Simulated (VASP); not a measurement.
Input of a VASP 6.6.1 run:

POSCAR

```
WC
1.0
    2.8709023132      0.0000000000      0.0000000000
   -1.4354511566      2.4862743350      0.0000000000
    0.0000000000      0.0000000000      2.8017416321
W C
1 1
Direct
    0.0000000000      0.0000000000      0.0000000000
    0.6666666667      0.3333333333      0.5000000000
```

The input INCAR.step1:

```
PREC = Accurate ; ENCUT = 600
ISMEAR = 0 ; SIGMA = 0.05
LREAL = F ; LASPH = T
NELM = 60 ; GGA = PE
ALGO = Normal ; EDIFF = 1E-4
LWAVE = T ; LCHARG = F
```

The input INCAR.step2:

```
PREC = Accurate ; ENCUT = 600
EDIFF = 1E-7 ; ISMEAR = 0
SIGMA = 0.05 ; LREAL = F
LASPH = T ; NELM = 60
ALGO = Normal ; ISIF = 4
LWAVE = F ; LCHARG = F
METAGGA = R2SCAN ; LMIXTAU = T
IBRION = 2 ; NSW = 60
EDIFFG = -0.01 ; ISTART = 1
```

KPOINTS

```
regular mesh
0
Gamma
  14 14 12
```

Potentials or basis: VASP PAW PBE potentials, release 64 (W_sv, C).

Run with:

```sh
$ cat potpaw_PBE.64/W_sv/POTCAR potpaw_PBE.64/C/POTCAR > POTCAR
$ cp INCAR.step1 INCAR
$ mpirun -np 1 vasp_std > vasp.out
$ cp INCAR.step2 INCAR
$ mpirun -np 1 vasp_std > vasp.out
```

(1) What does it give for the band gap on the k mesh?

## Answers

(1) zero (band 9 reaches 12.29 eV, above the bottom of band 10 at 10.88 eV).

Caveat: spin-orbit coupling is left out, which moves the levels of the heavy elements.
